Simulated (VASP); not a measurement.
# P (Pm-3n) in VASP: further runs

Runs on P. Level: RPBE. Tasks: single point, relaxation of cell and atoms.

Everything below comes from runs of VASP 6.6.1. Logs are shortened: lines on timing, memory, paths and dates and some standing lists are left out, and cuts for length are marked.

## 1. The cell of the first run

Symmetry: Pm-3n, No. 223, cubic system. Conventional cell: a = 4.925 Å, b = 4.925 Å, c = 4.925 Å, α = 90.00°, β = 90.00°, γ = 90.00°. Within 3.6 Å of P (site symmetry m-3) lie 12 P at 2.75 Å. Within 3.3 Å of P (site symmetry -4m2) lie 14 P at 2.46 to 3.02 Å.

## 2. Single point, RPBE

The input, INCAR:

```
SYSTEM = P
ALGO = Normal ; EDIFF = 1E-7
ENCUT = 520 ; GGA = RP
ISIF = 2 ; ISMEAR = -1
LASPH = .TRUE. ; LCHARG = .FALSE.
LREAL = .FALSE. ; LWAVE = .FALSE.
NBANDS = 30 ; NELM = 80
PREC = Accurate ; SIGMA = 0.1
```

The input, KPOINTS:

```
k-points
0
G
  5 5 5
  0 0 0
```

The input, POSCAR:

```
P
1.0
    4.9253085523      0.0000000000      0.0000000000
    0.0000000000      4.9253085523      0.0000000000
    0.0000000000      0.0000000000      4.9253085523
P
8
Direct
    0.0000000000      0.0000000000      0.0000000000
    0.5000000000      0.5000000000      0.5000000000
    0.2500000000      0.0000000000      0.5000000000
    0.7500000000      0.0000000000      0.5000000000
    0.5000000000      0.2500000000      0.0000000000
    0.5000000000      0.7500000000      0.0000000000
    1.0000000000      0.5000000000      0.2500000000
    1.0000000000      0.5000000000      0.7500000000
```

Potentials or basis: VASP PAW PBE potentials, release 64 (P).

Command:

```bash
> cat potpaw_PBE.64/P/POTCAR > POTCAR
> mpirun -np 1 vasp_std > vasp.out
```

OUTCAR:

```text
SYSTEM = P
   EDIFF = 1E-7
   ENCUT = 520
   GGA = RP
   ISIF = 2
   ISMEAR = -1
   LASPH = .TRUE.
   LREAL = .FALSE.
   NELM = 80
   PREC = Accurate

 ion  position               nearest neighbor table
   1  0.000  0.000  0.000-   3 2.75   4 2.75   5 2.75   6 2.75   7 2.75   8 2.75   3 2.75   4 2.75
                             7 2.75   8 2.75   5 2.75   6 2.75
   2  0.500  0.500  0.500-   3 2.75   4 2.75   5 2.75   6 2.75   7 2.75   8 2.75   5 2.75   6 2.75
                             3 2.75   4 2.75   7 2.75   8 2.75
   3  0.250  0.000  0.500-   4 2.46   4 2.46   1 2.75   1 2.75   2 2.75   2 2.75
   4  0.750  0.000  0.500-   3 2.46   3 2.46   1 2.75   1 2.75   2 2.75   2 2.75
   5  0.500  0.250  0.000-   6 2.46   6 2.46   1 2.75   2 2.75   2 2.75   1 2.75
   6  0.500  0.750  0.000-   5 2.46   5 2.46   1 2.75   2 2.75   2 2.75   1 2.75
   7  0.000  0.500  0.250-   8 2.46   8 2.46   1 2.75   2 2.75   1 2.75   2 2.75
   8  0.000  0.500  0.750-   7 2.46   7 2.46   1 2.75   2 2.75   1 2.75   2 2.75

  LATTYP: Found a simple cubic cell.
 ALAT       =     4.9253085523

  Lattice vectors:

 A1 = (   4.9253085523,   0.0000000000,   0.0000000000)
 A2 = (   0.0000000000,   4.9253085523,   0.0000000000)
 A3 = (   0.0000000000,   0.0000000000,   4.9253085523)

Analysis of symmetry for initial positions (statically):
=====================================================================
 Subroutine PRICEL returns:
 Original cell was already a primitive cell.

 Routine SETGRP: Setting up the symmetry group for a
 simple cubic supercell.

 Subroutine GETGRP returns: Found 48 space group operations
 (whereof 24 operations were pure point group operations)
 out of a pool of 48 trial point group operations.

The static configuration has the point symmetry T_h .
 The point group associated with its full space group is O_h .

Analysis of symmetry for dynamics (positions and initial velocities):
=====================================================================
 Subroutine PRICEL returns:
 Original cell was already a primitive cell.

 Routine SETGRP: Setting up the symmetry group for a
 simple cubic supercell.

 Subroutine GETGRP returns: Found 48 space group operations
 (whereof 24 operations were pure point group operations)
 out of a pool of 48 trial point group operations.

The dynamic configuration has the point symmetry T_h .
 The point group associated with its full space group is O_h .

 Subroutine INISYM returns: Found 48 space group operations
 (whereof 24 operations are pure point group operations),
 and found     1 'primitive' translations

----------------------------------------------------------------------------------------

                                     Primitive cell

  volume of cell :     119.4814

  direct lattice vectors                    reciprocal lattice vectors
     4.925308552  0.000000000  0.000000000     0.203032965  0.000000000  0.000000000
     0.000000000  4.925308552  0.000000000     0.000000000  0.203032965  0.000000000
     0.000000000  0.000000000  4.925308552     0.000000000  0.000000000  0.203032965

  length of vectors
     4.925308552  4.925308552  4.925308552     0.203032965  0.203032965  0.203032965

  position of ions in fractional coordinates (direct lattice)
     0.000000000  0.000000000  0.000000000
     0.500000000  0.500000000  0.500000000
     0.250000000  0.000000000  0.500000000
     0.750000000  0.000000000  0.500000000
     0.500000000  0.250000000  0.000000000
     0.500000000  0.750000000  0.000000000
     0.000000000  0.500000000  0.250000000
     0.000000000  0.500000000  0.750000000

  ion indices of the primitive-cell ions
   primitive index   ion index
                 1           1
                 2           2
                 3           3
                 4           4
                 5           5
                 6           6
                 7           7
                 8           8

----------------------------------------------------------------------------------------

 KPOINTS: k-points

Automatic generation of k-mesh.
 Grid dimensions read from file:
 generate k-points for:    5    5    5

 Generating k-lattice:

  Cartesian coordinates                     Fractional coordinates (reciprocal lattice)
     0.040606593  0.000000000  0.000000000     0.200000000  0.000000000  0.000000000
     0.000000000  0.040606593  0.000000000     0.000000000  0.200000000  0.000000000
     0.000000000  0.000000000  0.040606593     0.000000000  0.000000000  0.200000000

  Length of vectors
     0.040606593  0.040606593  0.040606593

  Shift w.r.t. Gamma in fractional coordinates (k-lattice)
     0.000000000  0.000000000  0.000000000

 Subroutine IBZKPT returns following result:
 ===========================================

 Found     10 irreducible k-points:

 Following reciprocal coordinates:
            Coordinates               Weight
  0.000000  0.000000  0.000000      1.000000
  0.200000  0.000000  0.000000      6.000000
  0.400000  0.000000  0.000000      6.000000
  0.200000  0.200000  0.000000     12.000000
  0.400000  0.200000  0.000000     24.000000
  0.400000  0.400000  0.000000     12.000000
  0.200000  0.200000  0.200000      8.000000
  0.400000  0.200000  0.200000     24.000000
  0.400000  0.400000  0.200000     24.000000
  0.400000  0.400000  0.400000      8.000000
   k-points           NKPTS =     10   k-points in BZ     NKDIM =     10   number of bands    NBANDS=     30
   number of dos      NEDOS =    301   number of ions     NIONS =      8
   total plane-waves  NPLWV =  64000
   dimension x,y,z NGX =    40 NGY =   40 NGZ =   40
   dimension x,y,z NGXF=    80 NGYF=   80 NGZF=   80
   ions per type =               8
   NGX,Y,Z   is equivalent  to a cutoff of  13.50, 13.50, 13.50 a.u.
   NGXF,Y,Z  is equivalent  to a cutoff of  27.00, 27.00, 27.00 a.u.
 SYSTEM =  P
   PREC   = accura    normal or accurate (medium, high low for compatibility)
   ISTART =      0    job   : 0-new  1-cont  2-samecut
   ICHARG =      2    charge: 1-file 2-atom 10-const
   ISPIN  =      1    spin polarized calculation?
   LNONCOLLINEAR =      F non collinear calculations
   LSORBIT =      F    spin-orbit coupling
   LASPH  =      T    aspherical Exc in radial PAW
   ENCUT  =  520.0 eV  38.22 Ry    6.18 a.u.   9.16  9.16  9.16*2*pi/ulx,y,z
   NELM   =     80;   NELMIN=  2; NELMDL= -5     # of ELM steps
   EDIFF  = 0.1E-06   stopping-criterion for ELM
   LREAL  =      F    real-space projection
   EDIFFG = 0.1E-05   stopping-criterion for IOM
   NSW    =      0    number of steps for IOM
   IBRION =     -1    ionic relax: 0-MD 1-quasi-New 2-CG
   NFREE  =      0    steps in history (QN), initial steepest desc. (CG)
   ISIF   =      2    stress and relaxation
   ISYM   =      2    0-nonsym 1-usesym 2-fastsym
   POTIM  = 0.5000    time-step for ionic-motion
   TEBEG  =    0.0;   TEEND  =   0.0 temperature during run
   PSTRESS=    0.0 pullay stress
   NELECT =      40.0000    total number of electrons
   NUPDOWN=      -1.0000    fix difference up-down
   EMIN   =  10.00;   EMAX   =-10.00  energy-range for DOS
   EFERMI =   0.00;   METHOD = LEGACY
   ISMEAR =    -1;   SIGMA  =   0.10  broadening in eV -4-tet -1-fermi 0-gaus
   EFERMI_NEDOS =   21; number of points for ismear=-14 and -15
   IALGO  =     38    algorithm
   IMIX   =      4    mixing-type and parameters
     AMIX     =   0.40;   BMIX     =  1.00
     AMIX_MAG =   1.60;   BMIX_MAG =  1.00
  volume/ion in A,a.u.               =      14.94       100.79
  Fermi-wavevector in a.u.,A,eV,Ry     =   1.136741  2.148128 17.581166  1.292179
  Thomas-Fermi vector in A             =   2.273446
   LORBIT       =      0    0 simple, 1 ext, 2 COOP (PROOUT), +10 PAW based schemes
   GGA     = RP    functional components
   LHFCALC =     F    Hartree Fock is set to
   AEXX    =    0.0000 exact exchange contribution
   IVDW    =     0    specifies the selected vdW correction
   LEPSILON=     F    determine dielectric tensor
   LRPA    =     F    only Hartree local field effects (RPA)
 non-spin polarized calculation
  energy-cutoff  :      520.00
  volume of cell :      119.48
 maximum number of plane-waves:      3229
 NGX is ok and might be reduce to    40
   NGX = 19   NGY = 19   NGZ = 19

 number of electron      40.0000004 magnetization

 Free energy of the ion-electron system (eV)
  ---------------------------------------------------
  ext. energy  EPLUGINS =         0.00000000
  ---------------------------------------------------
  free energy    TOTEN  =       -32.91611120 eV

  energy without entropy =      -32.77936186  energy(sigma->0) =      -32.84773653

 E-fermi :   9.3045     XC(G=0): -11.3447

 val. band max:        9.2982274347   @ k =   0.4000   0.4000   0.4000
 cond. band min:       9.3776300844   @ k =   0.4000   0.2000   0.0000
 fundamental gap:      0.0794026497
 Fermi energy:         9.3045248089

 k-point     1 :       0.0000    0.0000    0.0000
  band No.  band energies     occupation
      1      -6.6482      2.00000
      2      -2.0274      2.00000
      3      -2.0274      2.00000
      4      -1.7928      2.00000
      5      -0.0009      2.00000
      6      -0.0009      2.00000
[... 22 lines left out ...]
     29      13.6892      0.00000
     30      15.3816      0.00000

 k-point     2 :       0.2000    0.0000    0.0000
  band No.  band energies     occupation
      1      -6.4196      2.00000
      2      -3.1442      2.00000
      3      -1.8201      2.00000
      4      -1.6676      2.00000
      5       0.1847      2.00000
      6       0.1847      2.00000
[... 22 lines left out ...]
     29      13.7505      0.00000
     30      15.2039      0.00000

 k-point     3 :       0.4000    0.0000    0.0000
  band No.  band energies     occupation
      1      -5.7381      2.00000
      2      -4.6225      2.00000
      3      -1.2551      2.00000
      4      -1.1368      2.00000
      5       0.1195      2.00000
      6       0.2717      2.00000
[... 220 lines left out ...]
     29      12.5065      0.00000
     30      12.8203      0.00000

 k-point    10 :       0.4000    0.4000    0.4000
  band No.  band energies     occupation
      1      -3.9357      2.00000
      2      -2.8556      2.00000
      3      -2.8556      2.00000
      4      -2.8078      2.00000
      5      -1.7713      2.00000
      6      -1.7713      2.00000
[... 22 lines left out ...]
     29      11.0518      0.00000
     30      11.6666      0.00000

------------------------ aborting loop because EDIFF is reached ----------------------------------------

  FORCE on cell =-STRESS in cart. coord.  units (eV):
  Direction    XX          YY          ZZ          XY          YZ          ZX
  --------------------------------------------------------------------------------------
  -------------------------------------------------------------------------------------
  Total       -0.3765644     -0.3765644     -0.3765644      0.0000000      0.0000000      0.0000000
  in kB       -5.0495126     -5.0495126     -5.0495126      0.0000000      0.0000000      0.0000000
  external PRESSURE =      -5.0495126 kB  Pullay stress =       0.0000000 kB

 VOLUME and BASIS-vectors are now :
 -----------------------------------------------------------------------------
  energy-cutoff  :      520.00
  volume of cell :      119.48
      direct lattice vectors                 reciprocal lattice vectors
     4.925308552  0.000000000  0.000000000     0.203032965  0.000000000  0.000000000
     0.000000000  4.925308552  0.000000000     0.000000000  0.203032965  0.000000000
     0.000000000  0.000000000  4.925308552     0.000000000  0.000000000  0.203032965

 POSITION                                       TOTAL-FORCE (eV/Angst)
 -----------------------------------------------------------------------------------
      0.00000      0.00000      0.00000         0.000000     -0.000000     -0.000000
      2.46265      2.46265      2.46265         0.000000     -0.000000     -0.000000
      1.23133      0.00000      2.46265        -0.000000      0.000000     -0.000000
      3.69398      0.00000      2.46265         0.000000      0.000000     -0.000000
      2.46265      1.23133      0.00000         0.000000      0.000000      0.000000
      2.46265      3.69398      0.00000         0.000000     -0.000000      0.000000
      0.00000      2.46265      1.23133        -0.000000      0.000000     -0.000000
      0.00000      2.46265      3.69398         0.000000     -0.000000     -0.000000
 -----------------------------------------------------------------------------------
    total drift:                                0.000000     -0.000000      0.000000

  FREE ENERGIE OF THE ION-ELECTRON SYSTEM (eV)
  ---------------------------------------------------
  free  energy   TOTEN  =       -32.9161111996 eV

  energy  without entropy=      -32.7793618605  energy(sigma->0) =      -32.84773653
```

Run time: 66 s. Hardware: 1 thread of AMD EPYC 7R13, shared host; peak memory 0.2 GiB.

What came out:

| Property | Result |
| --- | --- |
| Free energy | -32.9161 eV |
| Pressure | -0.5 GPa |
| Band gap on the k mesh | zero (bands 20 and 21 overlap by 0.64 eV) |

Caveat: the PAW data sets were made with another functional, which shifts forces and pressure a little.

## 3. Single point, RPBE

The input, INCAR:

```
SYSTEM = P
PREC = Accurate ; ENCUT = 520
EDIFF = 1E-7 ; ISMEAR = -1
SIGMA = 0.1 ; LREAL = .FALSE.
LASPH = .TRUE. ; NELM = 100
ALGO = Normal ; ISIF = 2
LWAVE = .FALSE. ; LCHARG = .FALSE.
GGA = RP ; NBANDS = 30
```

The input, KPOINTS:

```
Automatic mesh
0
G
  7 7 7
  0 0 0
```

POSCAR is that of step 2.

Potentials or basis: VASP PAW PBE potentials, release 64 (P).

Command:

```bash
> cat potpaw_PBE.64/P/POTCAR > POTCAR
> mpirun -np 1 vasp_std > vasp.out
```

Run time: 89 s. Hardware: 1 thread of AMD EPYC 7R13, shared host; peak memory 0.21 GiB.

It converged, with:

* Free energy: -32.9364 eV
* Pressure: -0.2 GPa
* Band gap on the k mesh: zero (bands 20 and 21 overlap by 1.18 eV)

Levels at points of the mesh, in eV from the Fermi level:
```csv
k point,band 17,band 18,band 19,band 20,band 21,band 22,band 23,band 24
"(0.00, 0.00, 0.00)",-2.57,-2.57,-2.57,-2.33,0.96,0.96,0.96,1.23
```

Caveat: the PAW data sets were made with another functional, which shifts forces and pressure a little.

(Part 1 of 2 ends here.)
